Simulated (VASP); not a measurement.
A run of VASP 6.6.1:

INCAR

```
PREC = Accurate
ENCUT = 520
EDIFF = 1E-6
ISMEAR = 0
SIGMA = 0.1
LREAL = False
LASPH = True
NELM = 100
ALGO = Normal
ISIF = 2
LWAVE = False
LCHARG = False
GGA = PE
NBANDS = 46
```

The input KPOINTS:

```
Automatic mesh
0
Gamma
  4 4 4
```

File POSCAR:

```
Zn4Se3S
1.0
    5.6590480000      0.0000000000      0.0000000000
    0.0000000000      5.6590480000      0.0000000000
    0.0000000000      0.0000000000      5.6590480000
Zn Se S
4 3 1
Direct
    0.7565560000      0.7565560000      0.7565560000
    0.7565560000      0.2434440000      0.2434440000
    0.2434440000      0.7565560000      0.2434440000
    0.2434440000      0.2434440000      0.7565560000
    0.5000000000      0.5000000000      0.0000000000
    0.5000000000      0.0000000000      0.5000000000
    0.0000000000      0.5000000000      0.5000000000
    0.0000000000      0.0000000000      0.0000000000
```

Potentials or basis: VASP PAW PBE potentials, release 64 (Zn, Se, S).

Run with:

```bash
$ cat potpaw_PBE.64/Zn/POTCAR potpaw_PBE.64/Se/POTCAR potpaw_PBE.64/S/POTCAR > POTCAR
$ mpirun -np 1 vasp_std > vasp.out
```

Hardware: 1 thread of Intel(R) Xeon(R) Platinum 8488C (Sapphire Rapids), with other jobs on the host.

How long does it take, and how much memory?

It took 69 s on 1 thread of Intel(R) Xeon(R) Platinum 8488C (Sapphire Rapids) (shared host), peak memory 0.28 GiB. Counts: scf iterations 14, k points 10.
